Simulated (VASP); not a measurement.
A run of VASP 6.6.1:

INCAR

```
SYSTEM = GeW
PREC = Accurate
ENCUT = 520
EDIFF = 1E-8
ISMEAR = -1
SIGMA = 0.05
LREAL = .False.
LASPH = .True.
NELM = 80
ALGO = Normal
ISIF = 2
LWAVE = .False.
LCHARG = .True.
GGA = PE
IBRION = 8
NSW = 1
```

The input KPOINTS:

```
Automatic mesh
0
Gamma
  7 7 7
  0 0 0
```

POSCAR

```
GeW
1.0
    0.0000000000      2.5776100000      2.5776100000
    2.5776100000      0.0000000000      2.5776100000
    2.5776100000      2.5776100000      0.0000000000
Ge W
1 1
Direct
    0.5000000000      0.5000000000      0.5000000000
    0.0000000000      0.0000000000      0.0000000000
```

Potentials or basis: VASP PAW PBE potentials, release 64 (Ge_d, W_sv).

The run is started by

```bash
$ cat potpaw_PBE.64/Ge_d/POTCAR potpaw_PBE.64/W_sv/POTCAR > POTCAR
$ mpirun -np 1 vasp_std > vasp.out
```

Hardware: 1 thread of Intel(R) Xeon(R) Platinum 8375C CPU @ 2.90GHz (Ice Lake), on a shared host.

Task: How long does it take, and how much memory?

Result: Wall time 3 min on 1 thread of Intel(R) Xeon(R) Platinum 8375C CPU @ 2.90GHz (Ice Lake), on a shared host, peak memory 0.21 GiB. Counts: scf iterations 57, k points 20.
